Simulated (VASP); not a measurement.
Runs of VASP 6.6.1 on Sn. The structure is that of space group Im-3m (No. 229), or close to it. The cells are those of the table. 

| cell | gap on the mesh (eV) | pressure (GPa) |
| --- | --- | --- |
| a = 3.200 Å, angles 110.0, 110.0, 108.4°, 1 atom | none | (a) |
| a = 3.221 Å, angles 109.7, 109.7, 108.9°, 1 atom | none | 0.8 |
| a = 3.157 Å, angles 110.6, 110.6, 107.3°, 1 atom | none | 5.1 |
| a = 3.265 Å, angles 109.2, 109.2, 110.0°, 1 atom | none | -1.4 |
| a = 3.286 Å, angles 108.9, 108.9, 110.5°, 1 atom | none | (b) |

Alike in all rows: task single point; level PBEsol; potentials or basis VASP PAW PBE potentials, release 64 (Sn_d); no spin polarisation; k mesh 22 × 22 × 22; cutoff (eV) 520; smearing gaussian 0.15 eV.

**Question.** Fill in the values left out.

**Answer.** (a) 2.1; (b) -2.3.

Caveats: the PAW data sets were made with another functional, which shifts forces and pressure a little; spin-orbit coupling is left out, which moves the levels of the heavy elements; the cell stands under pressure (at least some runs).

A k mesh can miss the band edges, and the runs leave out spin-orbit coupling on Sn.

A gap of «none» marks levels without a gap at the run's occupations.
